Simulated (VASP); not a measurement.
LiH:

```xyz
2
Lattice="0.0000 2.1451 2.1451 2.1451 0.0000 2.1451 2.1451 2.1451 0.0000" Properties=species:S:1:pos:R:3 pbc="T T T"
Li    0.0000    0.0000    0.0000
H     1.0726    1.0726    1.0726
```

Base run:

```yaml
Program: VASP 6.6.1
Functional: PBE
Potentials_or_basis: VASP PAW PBE potentials, release 64 (Li_sv, H)
Cutoff: 520 eV
k_mesh: 8 × 8 × 8
Occupations: gaussian, width 0.01 eV
Spin: no spin polarisation
```

Its results: band gap on the k mesh 4.20 eV, indirect (least direct gap 5.27 eV).

Task: The run is repeated on the same cell with these changes: functional from PBE to r2SCAN; k mesh from 8 × 8 × 8 to 6 × 6 × 6. What comes out?

Result: Band gap on the k mesh 4.88 eV, indirect (least direct gap 5.85 eV).

Several settings changed at once, so the effect can't be laid on one alone.

Caveats: some runs use coarse meshes.

A k mesh can miss the band edges.
